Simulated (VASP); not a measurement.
Li3ZrN2: single point with PBE

Crystal: Li3ZrN2.

```
CELL_PARAMETERS angstrom
-2.19142 2.19142 3.93864
2.19142 -2.19142 3.93864
2.19142 2.19142 -3.93864
ATOMIC_POSITIONS crystal
Li 0.00000 0.00000 0.00000
Li 0.25000 0.75000 0.50000
Li 0.75000 0.25000 0.50000
Zr 0.50000 0.50000 0.00000
N 0.24085 0.24085 0.00000
N 0.75915 0.75915 0.00000
```

The cell was generated, and may not be a known phase.

```json
{
  "Program": "VASP 6.6.1",
  "Task": "single point",
  "Functional": "PBE",
  "Potentials or basis": "VASP PAW PBE potentials, release 64 (Li_sv, Zr_sv, N)",
  "Cutoff": "520 eV",
  "k mesh": "12 × 12 × 12",
  "Occupations": "gaussian, width 0.1 eV",
  "Spin": "no spin polarisation",
  "Dipole correction": "no",
  "Further INCAR settings": "ALGO = Normal; EDIFF = 1e-07; NBANDS = 24"
}
```

* Largest force: 0.015 eV/Å
* Band gap on the k mesh: zero (an odd number of electrons rules out a gap without spin polarisation)

Forces on the atoms (eV/Å):
```
Li   0.000  0.000  0.000
Li   0.000  0.000  0.000
Li   0.000  0.000  0.000
Zr   0.000  0.000  0.000
N    0.000  0.000 -0.015
N    0.000  0.000  0.015
```

Levels at points of the mesh, in eV from the Fermi level:
```tsv
k point	band 12	band 13	band 14	band 15	band 16	band 17	band 18	band 19	band 20	band 21
(0.00, 0.00, 0.00)	-3.14	-1.44	-0.35	-0.26	-0.26	-0.23	1.55	4.28	4.28	4.91
(0.50, 0.00, 0.00)	-2.62	-1.54	-1.53	-0.99	-0.66	0.96	2.00	2.90	3.95	3.98
(0.50, 0.50, 0.00)	-2.91	-0.74	-0.67	0.01	0.98	1.16	2.03	2.34	2.37	3.42
(0.50, 0.50, 0.50)	-2.84	-1.05	-1.05	-0.55	-0.36	-0.27	1.74	3.26	3.26	6.01
```

Wall time 7.6 min on 1 thread of Intel(R) Xeon(R) Platinum 8124M CPU @ 3.00GHz (Skylake/Cascade Lake) (shared host), peak memory 0.44 GiB.
